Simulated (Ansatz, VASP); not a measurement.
**One calculation of AlAs, two programs**

```
Al As
1.0
     0.00000    2.86335    2.86335
     2.86335    0.00000    2.86335
     2.86335    2.86335    0.00000
Al As
1 1
Direct
  0.00000 0.00000 0.00000
  0.75000 0.75000 0.75000
```

Alike in both runs: functional PBE; k mesh 8 × 8 × 8; occupations gaussian, width 0.02 eV; no spin polarisation.

Ansatz relaxed the structure, and its values are those at the end. VASP's run is a single point on that final structure, the one shown.

|  | VASP | Ansatz |
| --- | --- | --- |
| version | VASP 6.6.1 | Ansatz 0.2.0 |
| potentials or method | VASP PAW PBE potentials, release 64 (Al, As), cutoff 500 eV | scalar-relativistic, plane waves, PAW |
| valence electrons in the cell | 8 | 18 |

|  | VASP | Ansatz | Ansatz less VASP |
| --- | --- | --- | --- |
| gap on the k mesh at the Fermi level (eV) | 1.49 | 1.50 | +0.009 |
| least direct gap on the mesh (eV) | 1.79 | 1.78 | -0.006 |
| pressure (GPa) | 0.2 | 0.1 | -0.16 |

The functional is the same, so the differences come from potentials, cutoffs and numerics. VASP's potentials hold 8 valence electrons a cell and Ansatz's 18, so a difference there can come from the potentials and not from the codes.
